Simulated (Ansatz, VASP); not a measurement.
One calculation of Ag, two programs

```xyz
1
Lattice="0.0000 2.0840 2.0431 2.0840 0.0000 2.0431 2.0840 2.0840 0.0000" Properties=species:S:1:pos:R:3 pbc="T T T"
Ag    0.0000    0.0000    0.0000
```

Change from the starting cell: equal xx and yy strain of +2 %.

Alike in both runs: task single point; functional PBE; k mesh 15 × 15 × 15; occupations fermi-dirac, width 0.05 eV; no spin polarisation.

|  | VASP | Ansatz |
| --- | --- | --- |
| version | VASP 6.6.1 | Ansatz 0.2.0 |
| potentials or method | VASP PAW PBE potentials, release 64 (Ag), cutoff 520 eV | all-electron LAPW, scalar-relativistic |

VASP gave:

| Item | Value |
| --- | --- |
| pressure (GPa) | 0.3 |

**Question.** Estimate Ansatz's values.

**Answer.** Pressure (GPa): 0.4.

Ansatz ran all-electron here, and VASP with PAW potentials.
